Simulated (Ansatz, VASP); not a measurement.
## CaO: VASP beside Ansatz

INCAR

```
SYSTEM = CaO
PREC     = Accurate       ! precision mode
ENCUT    = 520            ! plane-wave cutoff, eV
EDIFF    = 1E-6           ! SCF threshold, eV
ISMEAR   = 0              ! smearing method
SIGMA    = 0.05           ! smearing width, eV
LREAL    = .False.        ! projectors in reciprocal space
LASPH    = .True.         ! aspherical terms in the spheres
NELM     = 60             ! most SCF steps
ALGO     = Normal         ! electronic algorithm
ISIF     = 2              ! what is computed and relaxed
LWAVE    = .False.        ! write WAVECAR
LCHARG   = .True.         ! write CHGCAR
GGA      = PE             ! functional
LELF     = .True.         ! ELF
LVHAR    = .True.       
NBANDS   = 24             ! bands
```

Contents of KPOINTS:

```
regular mesh
0
Gamma
  9 9 6
  0 0 0
```

File POSCAR:

```
CaO
1.0
    3.7912248821      0.0000000000      0.0000000000
   -1.8956124410      3.7917277648      0.0000000000
    0.0000000000      0.0000000000      4.6154481346
Ca O
2 2
Direct
    0.3333333333      0.6666666667      0.7500000000
    0.6666666667      0.3333333333      0.2500000000
    0.3333333333      0.6666666667      0.2500000000
    0.6666666667      0.3333333333      0.7500000000
```

Input for Ansatz:

```yaml
crystal:
  lattice:
    - [3.7912248821, 0.0, 0.0]
    - [-1.895612441, 3.7917277648, 0.0]
    - [0.0, 0.0, 4.6154481346]
  atoms:
    - { symbol: Ca, position: [0.3333333333, 0.6666666667, 0.75] }
    - { symbol: Ca, position: [0.6666666667, 0.3333333333, 0.25] }
    - { symbol: O, position: [0.3333333333, 0.6666666667, 0.25] }
    - { symbol: O, position: [0.6666666667, 0.3333333333, 0.75] }
basis:
  ecutwfc: 520.0
kpoints:
  mp_grid: { grid: [9, 9, 6] }
hamiltonian:
  xc: pbe
scf:
  occupations: { method: gaussian, width: 0.05 }
output:
  forces: true
  stress: true
  eigenvalues: true
```

Change from the starting cell: strain +e along x and -e along y -0.0733, strain +e along z and -e/2 along x and y -0.0400.

Alike in both runs: task single point; functional PBE; k mesh 9 × 9 × 6; occupations gaussian, width 0.05 eV; no spin polarisation.

|  | VASP | Ansatz |
| --- | --- | --- |
| version | VASP 6.6.1 | Ansatz 0.2.0 |
| potentials or method | VASP PAW PBE potentials, release 64 (Ca_sv, O), cutoff 520 eV | scalar-relativistic, plane waves, PAW |
| valence electrons in the cell | 32 | 32 |

VASP gave:

* gap on the k mesh at the Fermi level (eV): 2.96
* least direct gap on the mesh (eV): 2.96
* pressure (GPa): 2.8
* traceless stress, the component that is largest in VASP (GPa): -7.16
* rms of the force components (eV/Å): 0.302

Q: Which values does Ansatz return?

A: gap on the k mesh at the Fermi level (eV): 2.98; least direct gap on the mesh (eV): 2.98; pressure (GPa): 2.2; traceless stress, the component that is largest in VASP (GPa): -6.95; rms of the force components (eV/Å): 0.285.

Atom by atom the forces differ by 0.018 eV/Å (rms over components). The functional is the same, so the differences come from potentials, cutoffs and numerics.
